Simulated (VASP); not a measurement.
Input of a VASP 6.6.1 run:

The input INCAR:

```
SYSTEM = Mo2Ru3
ALGO = Fast
EDIFF = 1E-7
ENCUT = 520
GGA = PE
ISIF = 2
ISMEAR = 0
LASPH = .True.
LCHARG = .False.
LREAL = .False.
LWAVE = .False.
NBANDS = 81
NELM = 60
PREC = Accurate
SIGMA = 0.2
```

Contents of KPOINTS:

```
k-points
0
Gamma
  12 12 1
  0 0 0
```

Contents of POSCAR:

```
Mo2Ru3
1.0
    2.7603980196      0.0000354647     -0.0000066454
   -1.3801691634      2.3906006565     -0.0000068020
   -0.0001546162     -0.0000121730     22.0865559679
Mo Ru
4 6
Direct
    0.3333104713      0.6666511652      0.1969916958
    0.3333414994      0.6666949953      0.3990214845
    0.3333398122      0.6666720134      0.6009804668
    0.3333180863      0.6666491076      0.8030080266
    0.3333122714      0.6666496650     -0.0000001103
    0.6666240292      0.3333149006      0.0971406462
    0.6667389627      0.3333818137      0.2987871008
    0.6666677047      0.3333317777      0.5000002617
    0.6666586206      0.3333294024      0.7012124571
    0.6666885420      0.3333251591      0.9028579708
```

Potentials or basis: VASP PAW PBE potentials, release 64 (Mo_sv, Ru_pv).

Command:

```sh
$ cat potpaw_PBE.64/Mo_sv/POTCAR potpaw_PBE.64/Ru_pv/POTCAR > POTCAR
$ mpirun -np 1 vasp_std > vasp.out
```

(1) What does it give for the band gap on the k mesh?

(2) Predict the pressure.

(3) Predict the largest force.

Answers

(1) zero (bands 70 and 71 overlap by 2.21 eV).

(2) 0.2 GPa.

(3) 0.012 eV/Å.
